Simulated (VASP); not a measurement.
# TaN (k06) (Fm-3m) in VASP: single point with PBEsol

Aim: the single point of TaN (k06) with PBEsol.

Everything below comes from runs of VASP 6.6.1. Logs are shortened: lines on timing, memory, paths and dates and some standing lists are left out, and cuts for length are marked.

### 1 The cell of the first run

The structure is cubic, space group Fm-3m (No. 225). The conventional cell has a = 4.375 Å, b = 4.375 Å, c = 4.375 Å, α = 90.00°, β = 90.00°, γ = 90.00°. Within 2.9 Å of Ta (site symmetry m-3m) lie 6 N at 2.19 Å. Within 2.9 Å of N (site symmetry m-3m) lie 6 Ta at 2.19 Å.

### 2 Single point, PBEsol

Contents of INCAR:

```
PREC     = Accurate       # precision mode
ENCUT    = 600            # plane-wave cutoff, eV
EDIFF    = 1E-6           # SCF threshold, eV
ISMEAR   = 0              # smearing method
SIGMA    = 0.1            # smearing width, eV
LREAL    = False          # projectors in reciprocal space
LASPH    = True           # aspherical terms in the spheres
NELM     = 120            # most SCF steps
ALGO     = Normal         # electronic algorithm
ISIF     = 2              # what is computed and relaxed
LWAVE    = False          # write WAVECAR
LCHARG   = False          # write CHGCAR
GGA      = PS             # functional
NBANDS   = 15             # bands
GGA_COMPAT= False
```

Contents of KPOINTS:

```
regular mesh
0
Gamma
  24 24 24
```

Contents of POSCAR:

```
TaN
1.0
    0.0000000000      2.1874205795      2.1874205795
    2.1874205795      0.0000000000      2.1874205795
    2.1874205795      2.1874205795      0.0000000000
Ta N
1 1
Direct
    0.5000000000      0.5000000000      0.5000000000
    0.0000000000      0.0000000000      0.0000000000
```

Potentials or basis: VASP PAW PBE potentials, release 64 (Ta_pv, N).

Started as:

```console
$ cat potpaw_PBE.64/Ta_pv/POTCAR potpaw_PBE.64/N/POTCAR > POTCAR
$ mpirun -np 1 vasp_std > vasp.out
```

OUTCAR:

```text
PREC = Accurate
   ENCUT = 600
   EDIFF = 1E-6
   ISMEAR = 0
   LREAL = False
   LASPH = True
   NELM = 120
   ISIF = 2
   GGA = PS

 ion  position               nearest neighbor table
   1  0.500  0.500  0.500-   2 2.19   2 2.19   2 2.19   2 2.19   2 2.19   2 2.19
   2  0.000  0.000  0.000-   1 2.19   1 2.19   1 2.19   1 2.19   1 2.19   1 2.19

  LATTYP: Found a face centered cubic cell.
 ALAT       =     4.3748411590

  Lattice vectors:

 A1 = (   0.0000000000,   2.1874205795,   2.1874205795)
 A2 = (   2.1874205795,   0.0000000000,   2.1874205795)
 A3 = (   2.1874205795,   2.1874205795,   0.0000000000)

Analysis of symmetry for initial positions (statically):
=====================================================================
 Subroutine PRICEL returns:
 Original cell was already a primitive cell.

 Routine SETGRP: Setting up the symmetry group for a
 face centered cubic supercell.

 Subroutine GETGRP returns: Found 48 space group operations
 (whereof 48 operations were pure point group operations)
 out of a pool of 48 trial point group operations.

The static configuration has the point symmetry O_h .

Analysis of symmetry for dynamics (positions and initial velocities):
=====================================================================
 Subroutine PRICEL returns:
 Original cell was already a primitive cell.

 Routine SETGRP: Setting up the symmetry group for a
 face centered cubic supercell.

 Subroutine GETGRP returns: Found 48 space group operations
 (whereof 48 operations were pure point group operations)
 out of a pool of 48 trial point group operations.

The dynamic configuration has the point symmetry O_h .

 Subroutine INISYM returns: Found 48 space group operations
 (whereof 48 operations are pure point group operations),
 and found     1 'primitive' translations

----------------------------------------------------------------------------------------

                                     Primitive cell

  volume of cell :      20.9328

  direct lattice vectors                    reciprocal lattice vectors
     0.000000000  2.187420579  2.187420579    -0.228579728  0.228579728  0.228579728
     2.187420579  0.000000000  2.187420579     0.228579728 -0.228579728  0.228579728
     2.187420579  2.187420579  0.000000000     0.228579728  0.228579728 -0.228579728

  length of vectors
     3.093479850  3.093479850  3.093479850     0.395911702  0.395911702  0.395911702

  position of ions in fractional coordinates (direct lattice)
     0.500000000  0.500000000  0.500000000
     0.000000000  0.000000000  0.000000000

  ion indices of the primitive-cell ions
   primitive index   ion index
                 1           1
                 2           2

----------------------------------------------------------------------------------------

 KPOINTS: regular mesh

Automatic generation of k-mesh.
 Grid dimensions read from file:
 generate k-points for:   24   24   24

 Generating k-lattice:

  Cartesian coordinates                     Fractional coordinates (reciprocal lattice)
    -0.009524155  0.009524155  0.009524155     0.041666667  0.000000000  0.000000000
     0.009524155 -0.009524155  0.009524155     0.000000000  0.041666667  0.000000000
     0.009524155  0.009524155 -0.009524155     0.000000000  0.000000000  0.041666667

  Length of vectors
     0.016496321  0.016496321  0.016496321

  Shift w.r.t. Gamma in fractional coordinates (k-lattice)
     0.000000000  0.000000000  0.000000000

 Subroutine IBZKPT returns following result:
 ===========================================

 Found    413 irreducible k-points:

 Following reciprocal coordinates:
            Coordinates               Weight
  0.000000  0.000000  0.000000      1.000000
  0.041667  0.000000  0.000000      8.000000
  0.083333  0.000000  0.000000      8.000000
  0.125000  0.000000  0.000000      8.000000
  0.166667  0.000000  0.000000      8.000000
  0.208333  0.000000  0.000000      8.000000
[... 16 lines left out ...]
  0.416667  0.041667  0.000000     24.000000
  0.458333  0.041667  0.000000     24.000000
 [... further k-points ...]
   k-points           NKPTS =    413   k-points in BZ     NKDIM =    413   number of bands    NBANDS=     15
   number of dos      NEDOS =    301   number of ions     NIONS =      2
   total plane-waves  NPLWV =  21952
   dimension x,y,z NGX =    28 NGY =   28 NGZ =   28
   dimension x,y,z NGXF=    56 NGYF=   56 NGZF=   56
   ions per type =               1   1
   NGX,Y,Z   is equivalent  to a cutoff of  15.05, 15.05, 15.05 a.u.
   NGXF,Y,Z  is equivalent  to a cutoff of  30.09, 30.09, 30.09 a.u.
 SYSTEM =  unknown system
   PREC   = accura    normal or accurate (medium, high low for compatibility)
   ISTART =      0    job   : 0-new  1-cont  2-samecut
   ICHARG =      2    charge: 1-file 2-atom 10-const
   ISPIN  =      1    spin polarized calculation?
   LNONCOLLINEAR =      F non collinear calculations
   LSORBIT =      F    spin-orbit coupling
   LASPH  =      T    aspherical Exc in radial PAW
   ENCUT  =  600.0 eV  44.10 Ry    6.64 a.u.   6.18  6.18  6.18*2*pi/ulx,y,z
   NELM   =    120;   NELMIN=  2; NELMDL= -5     # of ELM steps
   EDIFF  = 0.1E-05   stopping-criterion for ELM
   LREAL  =      F    real-space projection
   EDIFFG = 0.1E-04   stopping-criterion for IOM
   NSW    =      0    number of steps for IOM
   IBRION =     -1    ionic relax: 0-MD 1-quasi-New 2-CG
   NFREE  =      0    steps in history (QN), initial steepest desc. (CG)
   ISIF   =      2    stress and relaxation
   ISYM   =      2    0-nonsym 1-usesym 2-fastsym
   POTIM  = 0.5000    time-step for ionic-motion
   TEBEG  =    0.0;   TEEND  =   0.0 temperature during run
   PSTRESS=    0.0 pullay stress
   NELECT =      16.0000    total number of electrons
   NUPDOWN=      -1.0000    fix difference up-down
   EMIN   =  10.00;   EMAX   =-10.00  energy-range for DOS
   EFERMI =   0.00;   METHOD = LEGACY
   ISMEAR =     0;   SIGMA  =   0.10  broadening in eV -4-tet -1-fermi 0-gaus
   EFERMI_NEDOS =   21; number of points for ismear=-14 and -15
   IALGO  =     38    algorithm
   IMIX   =      4    mixing-type and parameters
     AMIX     =   0.40;   BMIX     =  1.00
     AMIX_MAG =   1.60;   BMIX_MAG =  1.00
  volume/ion in A,a.u.               =      10.47        70.63
  Fermi-wavevector in a.u.,A,eV,Ry     =   1.496830  2.828599 30.483861  2.240501
  Thomas-Fermi vector in A             =   2.608796
   LORBIT       =      0    0 simple, 1 ext, 2 COOP (PROOUT), +10 PAW based schemes
   GGA     = PS    functional components
   LHFCALC =     F    Hartree Fock is set to
   AEXX    =    0.0000 exact exchange contribution
   IVDW    =     0    specifies the selected vdW correction
   LEPSILON=     F    determine dielectric tensor
   LRPA    =     F    only Hartree local field effects (RPA)
 non-spin polarized calculation
 Gauss-broadening in eV      SIGMA  =   0.10
  energy-cutoff  :      600.00
  volume of cell :       20.93
 maximum number of plane-waves:       725
 NGX is ok and might be reduce to    28
   NGX = 13   NGY = 13   NGZ = 13

 number of electron      16.0000000 magnetization

 Free energy of the ion-electron system (eV)
  ---------------------------------------------------
  ext. energy  EPLUGINS =         0.00000000
  ---------------------------------------------------
  free energy    TOTEN  =       -23.21557456 eV

  energy without entropy =      -23.21077585  energy(sigma->0) =      -23.21317521

 E-fermi :   9.5537     XC(G=0): -13.6758

 val. band max:        9.5497563608   @ k =   0.4167   0.0833   0.0417
 cond. band min:       9.5607700870   @ k =   0.2083   0.1250   0.0000
 fundamental gap:      0.0110137263
 Fermi energy:         9.5536955740

 k-point     1 :       0.0000    0.0000    0.0000
  band No.  band energies     occupation
      1     -26.1215      2.00000
      2     -26.1215      2.00000
      3     -26.1215      2.00000
      4      -9.3816      2.00000
      5       5.7177      2.00000
      6       5.7177      2.00000
      7       5.7177      2.00000
      8       7.3812      2.00000
      9       7.3812      2.00000
     10       7.3812      2.00000
     11       9.5836      0.67265
     12       9.5836      0.67265
     13      11.2350      0.00000
     14      18.9369      0.00000
     15      21.9530      0.00000

 k-point     2 :       0.0417    0.0000    0.0000
  band No.  band energies     occupation
      1     -26.1384      2.00000
      2     -26.1230      2.00000
      3     -26.1230      2.00000
      4      -9.3372      2.00000
      5       5.4619      2.00000
      6       5.5471      2.00000
      7       5.5471      2.00000
      8       7.4592      2.00000
      9       7.4592      2.00000
     10       7.5065      2.00000
     11       9.7719      0.00203
     12       9.7719      0.00203
     13      11.3672      0.00000
     14      19.0728      0.00000
     15      21.9530      0.00000

 k-point     3 :       0.0833    0.0000    0.0000
  band No.  band energies     occupation
      1     -26.1878      2.00000
      2     -26.1274      2.00000
      3     -26.1274      2.00000
      4      -9.2061      2.00000
      5       4.8688      2.00000
      6       5.1369      2.00000
      7       5.1369      2.00000
      8       7.6516      2.00000
      9       7.6516      2.00000
     10       7.7416      2.00000
     11      10.2746      0.00000
     12      10.2746      0.00000
     13      11.7349      0.00000
     14      19.4671      0.00000
     15      21.9527      0.00000
[... 343 lines left out ...]
 k-point    23 :       0.4167    0.0417    0.0000
  band No.  band energies     occupation
      1     -26.9532      2.00000
      2     -26.2111      2.00000
      3     -26.2048      2.00000
      4      -6.6174      2.00000
      5      -0.4115      2.00000
      6       2.0252      2.00000
      7       2.1486      2.00000
      8      10.1795      0.00000
      9      11.1183      0.00000
     10      11.2015      0.00000
     11      14.3574      0.00000
     12      16.1177      0.00000
     13      16.7806      0.00000
     14      21.2713      0.00000
     15      22.0193      0.00000

 k-point    24 :       0.4583    0.0417    0.0000
  band No.  band energies     occupation
      1     -27.0035      2.00000
      2     -26.2136      2.00000
      3     -26.2130      2.00000
      4      -6.3713      2.00000
      5      -0.7477      2.00000
      6       1.9140      2.00000
      7       1.9851      2.00000
      8      10.7475      0.00000
      9      11.4634      0.00000
     10      11.4863      0.00000
     11      13.9587      0.00000
     12      16.7414      0.00000
     13      17.1641      0.00000
     14      21.1912      0.00000
     15      22.0109      0.00000

 [... further k-points ...]

------------------------ aborting loop because EDIFF is reached ----------------------------------------

  FORCE on cell =-STRESS in cart. coord.  units (eV):
  Direction    XX          YY          ZZ          XY          YZ          ZX
  --------------------------------------------------------------------------------------
  -------------------------------------------------------------------------------------
  Total        0.1417362      0.1417362      0.1417362      0.0000000      0.0000000      0.0000000
  in kB       10.8483689     10.8483689     10.8483689      0.0000000      0.0000000      0.0000000
  external PRESSURE =      10.8483689 kB  Pullay stress =       0.0000000 kB

 VOLUME and BASIS-vectors are now :
 -----------------------------------------------------------------------------
  energy-cutoff  :      600.00
  volume of cell :       20.93
      direct lattice vectors                 reciprocal lattice vectors
     0.000000000  2.187420579  2.187420579    -0.228579728  0.228579728  0.228579728
     2.187420579  0.000000000  2.187420579     0.228579728 -0.228579728  0.228579728
     2.187420579  2.187420579  0.000000000     0.228579728  0.228579728 -0.228579728

 POSITION                                       TOTAL-FORCE (eV/Angst)
 -----------------------------------------------------------------------------------
      2.18742      2.18742      2.18742         0.000000      0.000000     -0.000000
      0.00000      0.00000      0.00000        -0.000000     -0.000000      0.000000
 -----------------------------------------------------------------------------------
    total drift:                                0.000000      0.000000      0.000000

  FREE ENERGIE OF THE ION-ELECTRON SYSTEM (eV)
  ---------------------------------------------------
  free  energy   TOTEN  =       -23.2155745645 eV

  energy  without entropy=      -23.2107758538  energy(sigma->0) =      -23.21317521
```

It took 6.2 min on 1 thread of AMD EPYC 7R13, shared host; peak memory 0.27 GiB.

What came out:

* Free energy: -23.2156 eV
* Pressure: 1.1 GPa
* Band gap on the k mesh: zero (band 8 reaches 11.51 eV, above the bottom of band 9 at 7.38 eV)

Caveat: the PAW data sets were made with another functional, which shifts forces and pressure a little; spin-orbit coupling is left out, which moves the levels of the heavy elements.
